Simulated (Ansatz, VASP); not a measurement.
**Ag in VASP and in Ansatz**

```
Ag
1.0
     0.00000    2.04310    2.08396
     2.04310    0.00000    2.08396
     2.04310    2.04310    0.00000
Ag
1
Cartesian
  0.0000 0.0000 0.0000
```

Change from the starting cell: zz strain of +2 %, PAW files.

Alike in both runs: task electric field gradients; functional PBEsol; k mesh 15 × 15 × 15; occupations fermi-dirac, width 0.03 eV; no spin polarisation.

|  | VASP | Ansatz |
| --- | --- | --- |
| version | VASP 6.6.1 | Ansatz 0.2.0 |
| potentials or method | VASP PAW PBE potentials, release 64 (Ag) | PAW with Ansatz's default frozen-core files, scalar-relativistic |
| plane-wave cutoff (eV) | 400 | 420 |
| valence electrons in the cell | 11 | 19 |

```csv
,VASP,Ansatz,Ansatz less VASP
pressure (GPa),-5.1,-4.6,+0.47
"traceless stress, the component that is largest in VASP (GPa)",-0.08,-0.11,-0.026
size of Vzz on the site where it differs most (V/Å²),1.2,1.9,+0.65
```

VASP's potentials were made for PBE, not for PBEsol. The functional is the same, so the differences come from potentials, cutoffs and numerics. VASP's potentials hold 11 valence electrons a cell and Ansatz's 19, so a difference there can come from the potentials and not from the codes.
